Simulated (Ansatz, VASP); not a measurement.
**Ag in VASP and in Ansatz**

The input INCAR:

```
PREC = Accurate
ENCUT = 520
EDIFF = 1E-7
ISMEAR = 0
SIGMA = 0.1
LREAL = False
LASPH = True
NELM = 100
ALGO = Normal
ISIF = 2
LWAVE = False
LCHARG = False
GGA = PE
NBANDS = 30
```

KPOINTS

```
Automatic mesh
0
Gamma
  6 6 4
```

The input POSCAR:

```
Ag
1.0
    1.6293996204     -5.1687903367      0.0000000000
    1.6293996204      5.1687903367      0.0000000000
    0.0000000000      0.0000000000      4.3122479380
Ag
4
Direct
    0.0980000000      0.9020000000      0.9100000000
    0.5980000000      0.4020000000      0.5900000000
    0.9020000000      0.0980000000      0.0900000000
    0.4020000000      0.5980000000      0.4100000000
```

Input for Ansatz:

```yaml
crystal:
  lattice:
    - [1.6293996204, -5.1687903367, 0.0]
    - [1.6293996204, 5.1687903367, 0.0]
    - [0.0, 0.0, 4.312247938]
  atoms:
    - { symbol: Ag, position: [0.098, 0.902, 0.91] }
    - { symbol: Ag, position: [0.598, 0.402, 0.59] }
    - { symbol: Ag, position: [0.902, 0.098, 0.09] }
    - { symbol: Ag, position: [0.402, 0.598, 0.41] }
basis:
  ecutwfc: 420
kpoints:
  mp_grid: { grid: [6, 6, 4] }
hamiltonian:
  xc: pbe
scf:
  occupations: { method: gaussian, width: 0.1 }
  lower_state_search: "off"
output:
  forces: true
  stress: true
  eigenvalues: true
```

Alike in both runs: task single point; functional PBE; k mesh 6 × 6 × 4; occupations gaussian, width 0.1 eV; no spin polarisation.

```csv
,VASP,Ansatz
version,VASP 6.6.1,Ansatz 0.2.0
potentials or method,"VASP PAW PBE potentials, release 64 (Ag), cutoff 520 eV","scalar-relativistic, plane waves, PAW"
valence electrons in the cell,44,76
```

|  | VASP | Ansatz | Ansatz less VASP |
| --- | --- | --- | --- |
| gap on the k mesh at the Fermi level (eV) | none | none | - |
| rms of the force components (eV/Å) | 6.893 | 7.096 | +0.2029 |

Atom by atom the forces differ by 0.205 eV/Å (rms over components). A gap of «none» marks a metal or a gap that the smearing closes. VASP's potentials hold 44 valence electrons a cell and Ansatz's 76, so a difference there can come from the potentials and not from the codes.

The k mesh is coarse, so the values compare programs but aren't converged.
